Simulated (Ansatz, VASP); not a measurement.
MgBe2Te3 in VASP and in Ansatz

```
CELL_PARAMETERS angstrom
8.03406 0.00000 0.00000
-4.01703 6.95770 0.00000
0.00000 0.00000 3.21002
ATOMIC_POSITIONS crystal
Mg 0.00000 0.00000 0.50000
Be 0.33333 0.66667 0.00000
Be 0.66667 0.33333 0.00000
Te 0.50000 0.00000 0.00000
Te 0.00000 0.50000 0.00000
Te 0.50000 0.50000 0.00000
```

Alike in both runs: functional PBE; k mesh 3 × 3 × 4; occupations gaussian, width 0.1 eV; no spin polarisation.

Ansatz relaxed the structure, and its values are those at the end. VASP's run is a single point on that final structure, the one shown.

|  | VASP | Ansatz |
| --- | --- | --- |
| version | VASP 6.6.1 | Ansatz 0.2.0 |
| potentials or method | VASP PAW PBE potentials, release 64 (Mg, Be, Te), cutoff 520 eV | scalar-relativistic, plane waves, PAW |
| valence electrons in the cell | 24 | 62 |

```tsv
	VASP	Ansatz	Ansatz less VASP
gap on the k mesh at the Fermi level (eV)	none	none	-
pressure (GPa)	-0.2	-0.3	-0.08
```

A gap of «none» marks a metal or a gap that the smearing closes. With one functional, cell and mesh, what is left measures potentials, basis and numerics. VASP's potentials hold 24 valence electrons a cell and Ansatz's 62, so a difference there can come from the potentials and not from the codes.

The k mesh is coarse, so the values compare programs but aren't converged. Spin-orbit coupling is off throughout.
